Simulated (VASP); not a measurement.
# K: relaxation of cell and atoms with PBEsol

K:

```
K
1.0
     4.26309   -4.26278    0.00000
     4.26309    4.26278    0.00000
     0.00000    0.00000   11.14492
K
5
Direct
  0.50000 0.00000 0.30920
  0.00000 0.50000 0.69080
  0.00000 0.50000 0.30920
  0.50000 0.00000 0.69080
  0.00000 0.00000 0.00000
```

* Program: VASP 6.6.1
* Task: relaxation of cell and atoms
* Functional: PBEsol
* Potentials or basis: VASP PAW PBE potentials, release 64 (K_sv)
* Cutoff: 600 eV
* k mesh: 6 × 6 × 4
* Occupations: gaussian, width 0.1 eV
* Spin: no spin polarisation
* Dipole correction: no
* Further INCAR settings: ALGO = Fast; EDIFF = 1e-06; IBRION = 2; EDIFFG = -0.01; NSW = 100; ISIF = 3

```
Pressure after relaxing : 0.0 GPa
Band gap on the k mesh  : zero (an odd number of electrons rules out a gap without spin polarisation)
```

Final structure:
```
K
1.0
     4.26309   -4.26278    0.00000
     4.26309    4.26278    0.00000
     0.00000    0.00000   11.14492
K
5
Direct
  0.50000 0.00000 0.30920
  0.00000 0.50000 0.69080
  0.00000 0.50000 0.30920
  0.50000 0.00000 0.69080
  0.00000 0.00000 0.00000
```

Levels at points of the mesh, in eV from the Fermi level:
| k point | band 18 | band 19 | band 20 | band 21 | band 22 | band 23 | band 24 | band 25 | band 26 | band 27 |
| --- | --- | --- | --- | --- | --- | --- | --- | --- | --- | --- |
| (0.00, 0.00, 0.00) | -15.70 | -15.70 | -15.70 | -2.09 | -0.94 | -0.56 | 1.10 | 1.78 | 1.89 | 2.10 |
| (0.50, 0.00, 0.00) | -15.72 | -15.72 | -15.70 | -1.05 | -0.85 | 0.08 | 0.23 | 0.27 | 0.44 | 2.07 |
| (0.50, 0.50, 0.00) | -15.70 | -15.69 | -15.69 | -0.02 | 0.03 | 0.03 | 0.26 | 0.88 | 0.95 | 1.03 |
| (0.00, 0.00, 0.50) | -15.70 | -15.70 | -15.70 | -1.83 | -1.65 | 0.63 | 0.73 | 1.27 | 1.55 | 2.19 |
| (0.50, 0.00, 0.50) | -15.71 | -15.71 | -15.70 | -0.74 | -0.72 | -0.69 | -0.36 | 1.32 | 1.38 | 1.56 |
| (0.50, 0.50, 0.50) | -15.70 | -15.69 | -15.69 | 0.17 | 0.22 | 0.23 | 0.29 | 0.38 | 0.51 | 0.54 |

It took 13 min on 1 thread of Oxide Virtual Turin-like Processor (shared host), peak memory 0.68 GiB.

Caveat: the PAW data sets were made with another functional, which shifts forces and pressure a little.
